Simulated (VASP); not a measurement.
# BiSbS4 (P6/mmm) in VASP: notebook

The runs below take BiSbS4 through single point, with PBE.

Program: VASP 6.6.1. These are calculated values, not measurements. Logs are shortened: lines on timing, memory, paths and dates and some standing lists are left out, and cuts for length are marked.

## (1) The cell of the first run

Symmetry: P6/mmm, No. 191, hexagonal system. Conventional cell: a = 4.202 Å, b = 4.202 Å, c = 8.323 Å, α = 90.00°, β = 90.00°, γ = 120.00°. Sb (site symmetry 6/mmm) has 12 S at 3.18 Å and 2 Bi at 4.16 Å within 4.2 Å. Within 4.2 Å of Bi (site symmetry 6/mmm) lie 12 S at 3.21 Å and 2 Sb at 4.16 Å. Within 3.2 Å of S (site symmetry 3m) lie 3 S at 2.43 Å and 3 Sb at 3.18 Å.

## (2) Single point, PBE

INCAR reads:

```
PREC = Accurate
ENCUT = 520
EDIFF = 1E-6
ISMEAR = 0
SIGMA = 0.1
LREAL = False
LASPH = True
NELM = 100
ALGO = Normal
ISIF = 2
LWAVE = False
LCHARG = False
GGA = PE
NBANDS = 31
```

KPOINTS reads:

```
Automatic mesh
0
Gamma
  6 6 2
```

POSCAR reads:

```
BiSbS4
1.0
    4.2024312100      0.0000000000      0.0000000000
   -2.1012156100      3.6394121900      0.0000000000
    0.0000000000      0.0000000000      8.3228250100
Sb Bi S
1 1 4
Direct
    0.0000000000      0.0000000000      0.0000000000
    0.0000000000      0.0000000000      0.5000000000
    0.3333333300      0.6666666700      0.7531560100
    0.3333333300      0.6666666700      0.2468439900
    0.6666666700      0.3333333300      0.7531560100
    0.6666666700      0.3333333300      0.2468439900
```

Potentials or basis: VASP PAW PBE potentials, release 64 (Sb, Bi_d, S).

Command:

```sh
> cat potpaw_PBE.64/Sb/POTCAR potpaw_PBE.64/Bi_d/POTCAR potpaw_PBE.64/S/POTCAR > POTCAR
> mpirun -np 1 vasp_std > vasp.out
```

OUTCAR:

```text
PREC = Accurate
   ENCUT = 520
   EDIFF = 1E-6
   ISMEAR = 0
   LREAL = False
   LASPH = True
   NELM = 100
   ISIF = 2
   GGA = PE

 ion  position               nearest neighbor table
   1  0.000  0.000  0.000-   3 3.18   4 3.18   5 3.18   6 3.18   5 3.18   6 3.18   3 3.18   4 3.18
                             5 3.18   6 3.18   3 3.18   4 3.18
   2  0.000  0.000  0.500-   3 3.21   4 3.21   5 3.21   6 3.21   5 3.21   6 3.21   3 3.21   4 3.21
                             5 3.21   6 3.21   3 3.21   4 3.21
   3  0.333  0.667  0.753-   5 2.43   5 2.43   5 2.43   1 3.18   1 3.18   1 3.18   2 3.21   2 3.21
                             2 3.21
   4  0.333  0.667  0.247-   6 2.43   6 2.43   6 2.43   1 3.18   1 3.18   1 3.18   2 3.21   2 3.21
                             2 3.21
   5  0.667  0.333  0.753-   3 2.43   3 2.43   3 2.43   1 3.18   1 3.18   1 3.18   2 3.21   2 3.21
                             2 3.21
   6  0.667  0.333  0.247-   4 2.43   4 2.43   4 2.43   1 3.18   1 3.18   1 3.18   2 3.21   2 3.21
                             2 3.21

  LATTYP: Found a hexagonal cell.
 ALAT       =     4.2024312100
 C/A-ratio  =     1.9804785835

  Lattice vectors:

 A1 = (   4.2024312100,   0.0000000000,   0.0000000000)
 A2 = (  -2.1012156100,   3.6394121900,   0.0000000000)
 A3 = (   0.0000000000,   0.0000000000,   8.3228250100)

Analysis of symmetry for initial positions (statically):
=====================================================================
 Subroutine PRICEL returns:
 Original cell was already a primitive cell.

 Routine SETGRP: Setting up the symmetry group for a
 hexagonal supercell.

 Subroutine GETGRP returns: Found 24 space group operations
 (whereof 24 operations were pure point group operations)
 out of a pool of 24 trial point group operations.

The static configuration has the point symmetry D_6h.

Analysis of symmetry for dynamics (positions and initial velocities):
=====================================================================
 Subroutine PRICEL returns:
 Original cell was already a primitive cell.

 Routine SETGRP: Setting up the symmetry group for a
 hexagonal supercell.

 Subroutine GETGRP returns: Found 24 space group operations
 (whereof 24 operations were pure point group operations)
 out of a pool of 24 trial point group operations.

The dynamic configuration has the point symmetry D_6h.

 Subroutine INISYM returns: Found 24 space group operations
 (whereof 24 operations are pure point group operations),
 and found     1 'primitive' translations

----------------------------------------------------------------------------------------

                                     Primitive cell

  volume of cell :     127.2924

  direct lattice vectors                    reciprocal lattice vectors
     4.202431210  0.000000000  0.000000000     0.237957494  0.137384823  0.000000000
    -2.101215610  3.639412190  0.000000000     0.000000000  0.274769646  0.000000000
     0.000000000  0.000000000  8.322825010     0.000000000  0.000000000  0.120151511

  length of vectors
     4.202431210  4.202431216  8.322825010     0.274769647  0.274769646  0.120151511

  position of ions in fractional coordinates (direct lattice)
     0.000000000  0.000000000  0.000000000
     0.000000000  0.000000000  0.500000000
     0.333333330  0.666666670  0.753156010
     0.333333330  0.666666670  0.246843990
     0.666666670  0.333333330  0.753156010
     0.666666670  0.333333330  0.246843990

  ion indices of the primitive-cell ions
   primitive index   ion index
                 1           1
                 2           2
                 3           3
                 4           4
                 5           5
                 6           6

----------------------------------------------------------------------------------------

 KPOINTS: Automatic mesh

Automatic generation of k-mesh.
 Grid dimensions read from file:
 generate k-points for:    6    6    2

 Generating k-lattice:

  Cartesian coordinates                     Fractional coordinates (reciprocal lattice)
     0.039659582  0.022897471  0.000000000     0.166666667  0.000000000  0.000000000
     0.000000000  0.045794941  0.000000000     0.000000000  0.166666667  0.000000000
     0.000000000  0.000000000  0.060075755     0.000000000  0.000000000  0.500000000

  Length of vectors
     0.045794941  0.045794941  0.060075755

  Shift w.r.t. Gamma in fractional coordinates (k-lattice)
     0.000000000  0.000000000  0.000000000

 Subroutine IBZKPT returns following result:
 ===========================================

 Found     14 irreducible k-points:

 Following reciprocal coordinates:
            Coordinates               Weight
  0.000000  0.000000  0.000000      1.000000
  0.166667  0.000000  0.000000      6.000000
  0.333333  0.000000  0.000000      6.000000
  0.500000 -0.000000  0.000000      3.000000
  0.166667  0.166667  0.000000      6.000000
  0.333333  0.166667  0.000000     12.000000
  0.333333  0.333333  0.000000      2.000000
  0.000000  0.000000  0.500000      1.000000
  0.166667  0.000000  0.500000      6.000000
  0.333333  0.000000  0.500000      6.000000
  0.500000 -0.000000  0.500000      3.000000
  0.166667  0.166667  0.500000      6.000000
  0.333333  0.166667  0.500000     12.000000
  0.333333  0.333333  0.500000      2.000000
   k-points           NKPTS =     14   k-points in BZ     NKDIM =     14   number of bands    NBANDS=     31
   number of dos      NEDOS =    301   number of ions     NIONS =      6
   total plane-waves  NPLWV =  65536
   dimension x,y,z NGX =    32 NGY =   32 NGZ =   64
   dimension x,y,z NGXF=    64 NGYF=   64 NGZF=  128
   ions per type =               1   1   4
   NGX,Y,Z   is equivalent  to a cutoff of  12.66, 12.66, 12.78 a.u.
   NGXF,Y,Z  is equivalent  to a cutoff of  25.32, 25.32, 25.57 a.u.
 SYSTEM =  unknown system
   PREC   = accura    normal or accurate (medium, high low for compatibility)
   ISTART =      0    job   : 0-new  1-cont  2-samecut
   ICHARG =      2    charge: 1-file 2-atom 10-const
   ISPIN  =      1    spin polarized calculation?
   LNONCOLLINEAR =      F non collinear calculations
   LSORBIT =      F    spin-orbit coupling
   LASPH  =      T    aspherical Exc in radial PAW
   ENCUT  =  520.0 eV  38.22 Ry    6.18 a.u.   7.81  7.81 15.47*2*pi/ulx,y,z
   NELM   =    100;   NELMIN=  2; NELMDL= -5     # of ELM steps
   EDIFF  = 0.1E-05   stopping-criterion for ELM
   LREAL  =      F    real-space projection
   EDIFFG = 0.1E-04   stopping-criterion for IOM
   NSW    =      0    number of steps for IOM
   IBRION =     -1    ionic relax: 0-MD 1-quasi-New 2-CG
   NFREE  =      0    steps in history (QN), initial steepest desc. (CG)
   ISIF   =      2    stress and relaxation
   ISYM   =      2    0-nonsym 1-usesym 2-fastsym
   POTIM  = 0.5000    time-step for ionic-motion
   TEBEG  =    0.0;   TEEND  =   0.0 temperature during run
   PSTRESS=    0.0 pullay stress
   NELECT =      44.0000    total number of electrons
   NUPDOWN=      -1.0000    fix difference up-down
   EMIN   =  10.00;   EMAX   =-10.00  energy-range for DOS
   EFERMI =   0.00;   METHOD = LEGACY
   ISMEAR =     0;   SIGMA  =   0.10  broadening in eV -4-tet -1-fermi 0-gaus
   EFERMI_NEDOS =   21; number of points for ismear=-14 and -15
   IALGO  =     38    algorithm
   IMIX   =      4    mixing-type and parameters
     AMIX     =   0.40;   BMIX     =  1.00
     AMIX_MAG =   1.60;   BMIX_MAG =  1.00
  volume/ion in A,a.u.               =      21.22       143.17
  Fermi-wavevector in a.u.,A,eV,Ry     =   1.148925  2.171153 17.960067  1.320028
  Thomas-Fermi vector in A             =   2.285597
   LORBIT       =      0    0 simple, 1 ext, 2 COOP (PROOUT), +10 PAW based schemes
   GGA     = PE    functional components
   LHFCALC =     F    Hartree Fock is set to
   AEXX    =    0.0000 exact exchange contribution
   IVDW    =     0    specifies the selected vdW correction
   LEPSILON=     F    determine dielectric tensor
   LRPA    =     F    only Hartree local field effects (RPA)
 non-spin polarized calculation
 Gauss-broadening in eV      SIGMA  =   0.10
  energy-cutoff  :      520.00
  volume of cell :      127.29
 maximum number of plane-waves:      3440
 NGX is ok and might be reduce to    32
   NGX = 15   NGY = 15   NGZ = 31

 number of electron      44.0000003 magnetization

 Free energy of the ion-electron system (eV)
  ---------------------------------------------------
  ext. energy  EPLUGINS =         0.00000000
  ---------------------------------------------------
  free energy    TOTEN  =       -20.42189515 eV

  energy without entropy =      -20.39508592  energy(sigma->0) =      -20.40849054

 E-fermi :   7.6122     XC(G=0): -10.3982

 val. band max:        7.5973215898   @ k =   0.1667   0.1667   0.5000
 cond. band min:       7.6272302637   @ k =   0.3333   0.3333   0.5000
 fundamental gap:      0.0299086739
 Fermi energy:         7.6121565745

 k-point     1 :       0.0000    0.0000    0.0000
  band No.  band energies     occupation
      1     -16.0630      2.00000
      2     -16.0630      2.00000
      3     -16.0530      2.00000
      4     -16.0437      2.00000
      5     -16.0437      2.00000
      6      -8.7330      2.00000
[... 23 lines left out ...]
     30      11.1714      0.00000
     31      12.8112      0.00000

 k-point     2 :       0.1667    0.0000    0.0000
  band No.  band energies     occupation
      1     -16.0638      2.00000
      2     -16.0579      2.00000
      3     -16.0501      2.00000
      4     -16.0474      2.00000
      5     -16.0444      2.00000
      6      -8.4805      2.00000
[... 23 lines left out ...]
     30      11.7657      0.00000
     31      13.7906      0.00000

 k-point     3 :       0.3333    0.0000    0.0000
  band No.  band energies     occupation
      1     -16.0662      2.00000
      2     -16.0545      2.00000
      3     -16.0477      2.00000
      4     -16.0459      2.00000
      5     -16.0434      2.00000
      6      -7.7600      2.00000
[... 363 lines left out ...]
     30      14.2057      0.00000
     31      14.2781      0.00000

 k-point    14 :       0.3333    0.3333    0.5000
  band No.  band energies     occupation
      1     -16.0534      2.00000
      2     -16.0534      2.00000
      3     -16.0527      2.00000
      4     -16.0527      2.00000
      5     -16.0412      2.00000
      6      -6.1334      2.00000
[... 23 lines left out ...]
     30      14.1116      0.00000
     31      14.1642      0.00000

------------------------ aborting loop because EDIFF is reached ----------------------------------------

  FORCE on cell =-STRESS in cart. coord.  units (eV):
  Direction    XX          YY          ZZ          XY          YZ          ZX
  --------------------------------------------------------------------------------------
  -------------------------------------------------------------------------------------
  Total        5.3124929      5.3124929     -5.7612491     -0.0000000     -0.0000000      0.0000000
  in kB       66.8661507     66.8661509    -72.5144599     -0.0000001     -0.0000000      0.0000000
  external PRESSURE =      20.4059473 kB  Pullay stress =       0.0000000 kB

 VOLUME and BASIS-vectors are now :
 -----------------------------------------------------------------------------
  energy-cutoff  :      520.00
  volume of cell :      127.29
      direct lattice vectors                 reciprocal lattice vectors
     4.202431210  0.000000000  0.000000000     0.237957494  0.137384823  0.000000000
    -2.101215610  3.639412190  0.000000000     0.000000000  0.274769646  0.000000000
     0.000000000  0.000000000  8.322825010     0.000000000  0.000000000  0.120151511

 POSITION                                       TOTAL-FORCE (eV/Angst)
 -----------------------------------------------------------------------------------
      0.00000      0.00000      0.00000         0.000000      0.000000      0.000000
      0.00000      0.00000      4.16141         0.000000      0.000000      0.000000
     -0.00000      2.42627      6.26839         0.000000     -0.000000      0.075965
     -0.00000      2.42627      2.05444         0.000000     -0.000000     -0.075965
      2.10122      1.21314      6.26839        -0.000000      0.000000      0.075965
      2.10122      1.21314      2.05444        -0.000000      0.000000     -0.075965
 -----------------------------------------------------------------------------------
    total drift:                                0.000000     -0.000000      0.000000

  FREE ENERGIE OF THE ION-ELECTRON SYSTEM (eV)
  ---------------------------------------------------
  free  energy   TOTEN  =       -20.4218951501 eV

  energy  without entropy=      -20.3950859206  energy(sigma->0) =      -20.40849054
```

Run time: 23 s. Hardware: 1 thread of Intel Xeon 6975P-C (Granite Rapids), shared host; peak memory 0.26 GiB.

What came out:

- Free energy: -20.4219 eV
- Pressure: 2.0 GPa
- Largest force: 0.076 eV/Å
- Band gap on the k mesh: zero (band 22 reaches 8.60 eV, above the bottom of band 23 at 6.53 eV)

Forces on the atoms (eV/Å):
```
Sb   0.000  0.000  0.000
Bi   0.000  0.000  0.000
S    0.000  0.000  0.076
S    0.000  0.000 -0.076
S    0.000  0.000  0.076
S    0.000  0.000 -0.076
```

Stress tensor (GPa, compression positive):
```
 6.69  0.00  0.00
 0.00  6.69  0.00
 0.00  0.00 -7.25
```

Caveat: the k points lie up to 0.38 Å⁻¹ apart; spin-orbit coupling is left out, which moves the levels of the heavy elements.

## (3) Single point, PBE

This run uses another cell than the first one, of 20.93 Å³/atom, 0.987 times its volume.

INCAR reads:

```
PREC = Accurate
ENCUT = 520
EDIFF = 1E-7
ISMEAR = 0
SIGMA = 0.1
LREAL = F
LASPH = T
NELM = 100
ALGO = Normal
ISIF = 2
LWAVE = F
LCHARG = F
GGA = PE
NBANDS = 31
```

KPOINTS reads:

```
Automatic mesh
0
Gamma
  12 12 6
```

POSCAR reads:

```
BiSbS4
1.0
    4.5365702204      0.0000000031      0.0000000000
   -2.2682851129      3.9287850553      0.0000000000
    0.0000000000      0.0000000000      7.0469357933
Sb Bi S
1 1 4
Direct
    0.0000000000      0.0000000000      0.0000000000
    0.0000000000      0.0000000000      0.5000000000
    0.3333333333      0.6666666667      0.7532848483
    0.3333333333      0.6666666667      0.2467151517
    0.6666666667      0.3333333333      0.7532848483
    0.6666666667      0.3333333333      0.2467151517
```

Potentials or basis: VASP PAW PBE potentials, release 64 (Sb, Bi_d, S).

Command:

```sh
> cat potpaw_PBE.64/Sb/POTCAR potpaw_PBE.64/Bi_d/POTCAR potpaw_PBE.64/S/POTCAR > POTCAR
> mpirun -np 1 vasp_std > vasp.out
```

Run time: 2 min. Hardware: 1 thread of Intel Xeon 6975P-C (Granite Rapids), shared host; peak memory 0.42 GiB.

The run converged. Its results:

```yaml
Free_energy: -21.5830 eV
Pressure: -0.2 GPa
Largest_force: 0.008 eV/Å
Band_gap_on_the_k_mesh: zero (band 22 reaches 8.44 eV, above the bottom of band 23 at 6.28 eV)
```

Forces in eV/Å, atoms in the order of the input:
```
Sb   0.000  0.000  0.000
Bi   0.000  0.000  0.000
S    0.000  0.000  0.008
S    0.000  0.000 -0.008
S    0.000  0.000  0.008
S    0.000  0.000 -0.008
```

Levels at points of the mesh, in eV from the Fermi level:
```csv
k point,band 20,band 21,band 22,band 23,band 24,band 25
"(0.00, 0.00, 0.00)",-1.82,-1.67,-1.13,-1.13,0.28,0.28
"(0.50, 0.00, 0.00)",-0.98,-0.75,0.18,0.82,0.91,1.13
"(0.00, 0.00, 0.50)",-2.59,-2.59,-0.78,-0.69,0.86,1.32
"(0.50, 0.00, 0.50)",-0.20,-0.18,0.49,0.70,1.01,1.02
```

Caveat: spin-orbit coupling is left out, which moves the levels of the heavy elements.
